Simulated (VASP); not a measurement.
# TiN (TiN (Fm-3m)) (Fm-3m) in VASP: single point with PBE

Aim: the single point of TiN (TiN (Fm-3m)) with PBE.

Program: VASP 6.6.1. These are calculated values, not measurements. Logs are shortened: lines on timing, memory, paths and dates and some standing lists are left out, and cuts for length are marked.

## (1) The cell of the first run

Symmetry: Fm-3m, No. 225, cubic system. The conventional cell has a = 4.346 Å, b = 4.346 Å, c = 4.346 Å, α = 90.00°, β = 90.00°, γ = 90.00°. Within 2.9 Å of Ti (site symmetry m-3m) lie 6 N at 2.17 Å. Within 2.9 Å of N (site symmetry m-3m) lie 6 Ti at 2.17 Å.

## (2) Single point, PBE

INCAR reads:

```
PREC     = Accurate       # precision mode
ENCUT    = 600            # plane-wave cutoff, eV
EDIFF    = 1E-6           # SCF threshold, eV
ISMEAR   = -1             # smearing method
SIGMA    = 1.0            # smearing width, eV
LREAL    = F              # projectors in reciprocal space
LASPH    = T              # aspherical terms in the spheres
NELM     = 120            # most SCF steps
ALGO     = Normal         # electronic algorithm
ISIF     = 2              # what is computed and relaxed
LWAVE    = F              # write WAVECAR
LCHARG   = T              # write CHGCAR
GGA      = PE             # functional
LELF     = T              # ELF
LVHAR    = T            
NBANDS   = 16             # bands
GGA_COMPAT= F
```

KPOINTS reads:

```
Automatic mesh
0
Gamma
  16 16 16
```

POSCAR reads:

```
TiN
1.0
    0.0000000000      2.1728829408      2.1728829408
    2.1728829408      0.0000000000      2.1728829408
    2.1728829408      2.1728829408      0.0000000000
Ti N
1 1
Direct
    0.0000000000      0.0000000000      0.0000000000
    0.5000000000      0.5000000000      0.5000000000
```

Potentials or basis: VASP PAW PBE potentials, release 64 (Ti_sv, N).

Started as:

```
$ cat potpaw_PBE.64/Ti_sv/POTCAR potpaw_PBE.64/N/POTCAR > POTCAR
$ mpirun -np 1 vasp_std > vasp.out
```

OUTCAR:

```text
PREC = Accurate
   ENCUT = 600
   EDIFF = 1E-6
   ISMEAR = -1
   LREAL = F
   LASPH = T
   NELM = 120
   ISIF = 2
   GGA = PE

 ion  position               nearest neighbor table
   1  0.000  0.000  0.000-   2 2.17   2 2.17   2 2.17   2 2.17   2 2.17   2 2.17
   2  0.500  0.500  0.500-   1 2.17   1 2.17   1 2.17   1 2.17   1 2.17   1 2.17

  LATTYP: Found a face centered cubic cell.
 ALAT       =     4.3457658816

  Lattice vectors:

 A1 = (   0.0000000000,   2.1728829408,   2.1728829408)
 A2 = (   2.1728829408,   0.0000000000,   2.1728829408)
 A3 = (   2.1728829408,   2.1728829408,   0.0000000000)

Analysis of symmetry for initial positions (statically):
=====================================================================
 Subroutine PRICEL returns:
 Original cell was already a primitive cell.

 Routine SETGRP: Setting up the symmetry group for a
 face centered cubic supercell.

 Subroutine GETGRP returns: Found 48 space group operations
 (whereof 48 operations were pure point group operations)
 out of a pool of 48 trial point group operations.

The static configuration has the point symmetry O_h .

Analysis of symmetry for dynamics (positions and initial velocities):
=====================================================================
 Subroutine PRICEL returns:
 Original cell was already a primitive cell.

 Routine SETGRP: Setting up the symmetry group for a
 face centered cubic supercell.

 Subroutine GETGRP returns: Found 48 space group operations
 (whereof 48 operations were pure point group operations)
 out of a pool of 48 trial point group operations.

The dynamic configuration has the point symmetry O_h .

 Subroutine INISYM returns: Found 48 space group operations
 (whereof 48 operations are pure point group operations),
 and found     1 'primitive' translations

----------------------------------------------------------------------------------------

                                     Primitive cell

  volume of cell :      20.5182

  direct lattice vectors                    reciprocal lattice vectors
     0.000000000  2.172882941  2.172882941    -0.230109037  0.230109037  0.230109037
     2.172882941  0.000000000  2.172882941     0.230109037 -0.230109037  0.230109037
     2.172882941  2.172882941  0.000000000     0.230109037  0.230109037 -0.230109037

  length of vectors
     3.072920524  3.072920524  3.072920524     0.398560543  0.398560543  0.398560543

  position of ions in fractional coordinates (direct lattice)
     0.000000000  0.000000000  0.000000000
     0.500000000  0.500000000  0.500000000

  ion indices of the primitive-cell ions
   primitive index   ion index
                 1           1
                 2           2

----------------------------------------------------------------------------------------

 KPOINTS: Automatic mesh

Automatic generation of k-mesh.
 Grid dimensions read from file:
 generate k-points for:   16   16   16

 Generating k-lattice:

  Cartesian coordinates                     Fractional coordinates (reciprocal lattice)
    -0.014381815  0.014381815  0.014381815     0.062500000  0.000000000  0.000000000
     0.014381815 -0.014381815  0.014381815     0.000000000  0.062500000  0.000000000
     0.014381815  0.014381815 -0.014381815     0.000000000  0.000000000  0.062500000

  Length of vectors
     0.024910034  0.024910034  0.024910034

  Shift w.r.t. Gamma in fractional coordinates (k-lattice)
     0.000000000  0.000000000  0.000000000

 Subroutine IBZKPT returns following result:
 ===========================================

 Found    145 irreducible k-points:

 Following reciprocal coordinates:
            Coordinates               Weight
  0.000000  0.000000  0.000000      1.000000
  0.062500  0.000000  0.000000      8.000000
  0.125000  0.000000  0.000000      8.000000
  0.187500  0.000000  0.000000      8.000000
  0.250000  0.000000  0.000000      8.000000
  0.312500  0.000000  0.000000      8.000000
[... 16 lines left out ...]
 -0.125000  0.062500  0.000000     24.000000
 -0.062500  0.062500  0.000000     12.000000
 [... further k-points ...]
   k-points           NKPTS =    145   k-points in BZ     NKDIM =    145   number of bands    NBANDS=     16
   number of dos      NEDOS =    301   number of ions     NIONS =      2
   total plane-waves  NPLWV =  21952
   dimension x,y,z NGX =    28 NGY =   28 NGZ =   28
   dimension x,y,z NGXF=    56 NGYF=   56 NGZF=   56
   ions per type =               1   1
   NGX,Y,Z   is equivalent  to a cutoff of  15.15, 15.15, 15.15 a.u.
   NGXF,Y,Z  is equivalent  to a cutoff of  30.30, 30.30, 30.30 a.u.
 SYSTEM =  unknown system
   PREC   = accura    normal or accurate (medium, high low for compatibility)
   ISTART =      0    job   : 0-new  1-cont  2-samecut
   ICHARG =      2    charge: 1-file 2-atom 10-const
   ISPIN  =      1    spin polarized calculation?
   LNONCOLLINEAR =      F non collinear calculations
   LSORBIT =      F    spin-orbit coupling
   LASPH  =      T    aspherical Exc in radial PAW
   ENCUT  =  600.0 eV  44.10 Ry    6.64 a.u.   6.14  6.14  6.14*2*pi/ulx,y,z
   NELM   =    120;   NELMIN=  2; NELMDL= -5     # of ELM steps
   EDIFF  = 0.1E-05   stopping-criterion for ELM
   LREAL  =      F    real-space projection
   EDIFFG = 0.1E-04   stopping-criterion for IOM
   NSW    =      0    number of steps for IOM
   IBRION =     -1    ionic relax: 0-MD 1-quasi-New 2-CG
   NFREE  =      0    steps in history (QN), initial steepest desc. (CG)
   ISIF   =      2    stress and relaxation
   ISYM   =      2    0-nonsym 1-usesym 2-fastsym
   POTIM  = 0.5000    time-step for ionic-motion
   TEBEG  =    0.0;   TEEND  =   0.0 temperature during run
   PSTRESS=    0.0 pullay stress
   NELECT =      17.0000    total number of electrons
   NUPDOWN=      -1.0000    fix difference up-down
   EMIN   =  10.00;   EMAX   =-10.00  energy-range for DOS
   EFERMI =   0.00;   METHOD = LEGACY
   ISMEAR =    -1;   SIGMA  =   1.00  broadening in eV -4-tet -1-fermi 0-gaus
   EFERMI_NEDOS =   21; number of points for ismear=-14 and -15
   IALGO  =     38    algorithm
   IMIX   =      4    mixing-type and parameters
     AMIX     =   0.40;   BMIX     =  1.00
     AMIX_MAG =   1.60;   BMIX_MAG =  1.00
  volume/ion in A,a.u.               =      10.26        69.23
  Fermi-wavevector in a.u.,A,eV,Ry     =   1.537605  2.905652 32.167294  2.364229
  Thomas-Fermi vector in A             =   2.644090
   LORBIT       =      0    0 simple, 1 ext, 2 COOP (PROOUT), +10 PAW based schemes
   GGA     = PE    functional components
   LHFCALC =     F    Hartree Fock is set to
   AEXX    =    0.0000 exact exchange contribution
   IVDW    =     0    specifies the selected vdW correction
   LEPSILON=     F    determine dielectric tensor
   LRPA    =     F    only Hartree local field effects (RPA)
 non-spin polarized calculation
  energy-cutoff  :      600.00
  volume of cell :       20.52
 maximum number of plane-waves:       701
 NGX is ok and might be reduce to    28
   NGX = 13   NGY = 13   NGZ = 13

 number of electron      17.0000001 magnetization

 Free energy of the ion-electron system (eV)
  ---------------------------------------------------
  ext. energy  EPLUGINS =         0.00000000
  ---------------------------------------------------
  free energy    TOTEN  =       -21.14179246 eV

  energy without entropy =      -17.97883335  energy(sigma->0) =      -19.56031290

 E-fermi :   9.9166     XC(G=0): -12.5829

 val. band max:        9.8889453336   @ k =   0.5000   0.3125   0.0625
 cond. band min:       9.9470364840   @ k =   0.4375   0.3125   0.1250
 fundamental gap:      0.0580911505
 Fermi energy:         9.9165915460

 k-point     1 :       0.0000    0.0000    0.0000
  band No.  band energies     occupation
      1     -47.0022      2.00000
      2     -23.0579      2.00000
      3     -23.0579      2.00000
      4     -23.0579      2.00000
      5      -6.1929      2.00000
      6       8.5030      1.60868
[... 8 lines left out ...]
     15      23.4167      0.00000
     16      29.4442      0.00000

 k-point     2 :       0.0625    0.0000    0.0000
  band No.  band energies     occupation
      1     -46.9995      2.00000
      2     -23.0781      2.00000
      3     -23.0596      2.00000
      4     -23.0596      2.00000
      5      -6.1250      2.00000
      6       8.1117      1.71749
[... 8 lines left out ...]
     15      23.4573      0.00000
     16      29.3384      0.00000

 k-point     3 :       0.1250    0.0000    0.0000
  band No.  band energies     occupation
      1     -46.9917      2.00000
      2     -23.1354      2.00000
      3     -23.0647      2.00000
      4     -23.0647      2.00000
      5      -5.9285      2.00000
      6       7.2555      1.86938
[... 8 lines left out ...]
     15      23.4698      0.00000
     16      28.9858      0.00000

 k-point     4 :       0.1875    0.0000    0.0000
  band No.  band energies     occupation
      1     -46.9801      2.00000
      2     -23.2199      2.00000
      3     -23.0721      2.00000
      4     -23.0721      2.00000
      5      -5.6221      2.00000
      6       6.2507      1.95011
[... 8 lines left out ...]
     15      23.2625      0.00000
     16      28.2771      0.00000
[... 324 lines left out ...]
 k-point    22 :      -0.1875    0.0625    0.0000
  band No.  band energies     occupation
      1     -46.9737      2.00000
      2     -23.2554      2.00000
      3     -23.0941      2.00000
      4     -23.0684      2.00000
      5      -5.4591      2.00000
      6       5.7838      1.96843
[... 8 lines left out ...]
     15      23.1577      0.00000
     16      27.1512      0.00000

 k-point    23 :      -0.1250    0.0625    0.0000
  band No.  band energies     occupation
      1     -46.9860      2.00000
      2     -23.1688      2.00000
      3     -23.0826      2.00000
      4     -23.0620      2.00000
      5      -5.7859      2.00000
      6       6.7073      1.92237
[... 8 lines left out ...]
     15      23.4446      0.00000
     16      27.9759      0.00000

 k-point    24 :      -0.0625    0.0625    0.0000
  band No.  band energies     occupation
      1     -46.9951      2.00000
      2     -23.1062      2.00000
      3     -23.0705      2.00000
      4     -23.0589      2.00000
      5      -6.0155      2.00000
      6       7.5412      1.82986
[... 8 lines left out ...]
     15      23.4971      0.00000
     16      28.7320      0.00000

 [... further k-points ...]
[... 5 lines left out ...]
  --------------------------------------------------------------------------------------
  -------------------------------------------------------------------------------------
  Total        0.0367846      0.0367846      0.0367846      0.0000000     -0.0000000      0.0000000
  in kB        2.8723498      2.8723498      2.8723498      0.0000000     -0.0000000      0.0000000
  external PRESSURE =       2.8723498 kB  Pullay stress =       0.0000000 kB

 VOLUME and BASIS-vectors are now :
 -----------------------------------------------------------------------------
  energy-cutoff  :      600.00
  volume of cell :       20.52
      direct lattice vectors                 reciprocal lattice vectors
     0.000000000  2.172882941  2.172882941    -0.230109037  0.230109037  0.230109037
     2.172882941  0.000000000  2.172882941     0.230109037 -0.230109037  0.230109037
     2.172882941  2.172882941  0.000000000     0.230109037  0.230109037 -0.230109037

 POSITION                                       TOTAL-FORCE (eV/Angst)
 -----------------------------------------------------------------------------------
      0.00000      0.00000      0.00000        -0.000000      0.000000      0.000000
      2.17288      2.17288      2.17288         0.000000     -0.000000     -0.000000
 -----------------------------------------------------------------------------------
    total drift:                                0.000000      0.000000      0.000000

  FREE ENERGIE OF THE ION-ELECTRON SYSTEM (eV)
  ---------------------------------------------------
  free  energy   TOTEN  =       -21.1417924583 eV

  energy  without entropy=      -17.9788333481  energy(sigma->0) =      -19.56031290
```

It took 2.7 min on 1 thread of AMD EPYC 7R13, shared host; peak memory 0.17 GiB.

What came out:

```yaml
Free_energy: -21.1418 eV
Pressure: 0.3 GPa
```

Levels at points of the mesh, in eV from the Fermi level:
| k point | band 5 | band 6 | band 7 | band 8 | band 9 | band 10 | band 11 | band 12 |
| --- | --- | --- | --- | --- | --- | --- | --- | --- |
| (0.00, 0.00, 0.00) | -16.11 | -1.41 | -1.41 | -1.41 | 0.30 | 0.30 | 0.30 | 1.41 |
| (0.50, 0.00, 0.00) | -13.95 | -7.03 | -4.47 | -4.47 | 2.42 | 2.42 | 2.94 | 6.04 |
| (0.50, 0.50, 0.00) | -14.75 | -5.06 | -2.56 | -2.56 | -1.99 | 2.39 | 3.07 | 3.07 |
